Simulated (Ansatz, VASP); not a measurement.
**Si: VASP beside Ansatz**

```
Si
1.0
     0.00000    5.47009   -5.47009
     5.47009    5.47009    0.00000
     5.47009    0.00000   -5.47009
Si
16
Direct
  0.12500 0.12500 0.12500
  0.12500 0.62500 0.12500
  0.62500 0.12500 0.12500
  0.62500 0.62500 0.12500
  0.12500 0.12500 0.62500
  0.12500 0.62500 0.62500
  0.62500 0.12500 0.62500
  0.62500 0.62500 0.62500
  0.25000 0.75000 0.25000
  0.25000 0.25000 0.25000
  0.75000 0.75000 0.25000
  0.75000 0.25000 0.25000
  0.25000 0.75000 0.75000
  0.25000 0.25000 0.75000
  0.75000 0.75000 0.75000
  0.75000 0.25000 0.75000
```

Alike in both runs: task single point; functional PBE; k mesh 2 × 2 × 2; occupations gaussian, width 0.01 eV; no spin polarisation.

|  | VASP | Ansatz |
| --- | --- | --- |
| version | VASP 6.6.1 | Ansatz 0.2.0 |
| potentials or method | VASP PAW PBE potentials, release 64 (Si), cutoff 520 eV | scalar-relativistic, plane waves, PAW |
| valence electrons in the cell | 64 | 64 |

|  | VASP | Ansatz | Ansatz less VASP |
| --- | --- | --- | --- |
| gap on the k mesh at the Fermi level (eV) | 0.74 | 0.73 | -0.002 |
| least direct gap on the mesh (eV) | 0.74 | 0.73 | -0.002 |
| pressure (GPa) | 0.5 | 0.6 | +0.06 |

The k mesh is coarse, so the values compare programs but aren't converged.
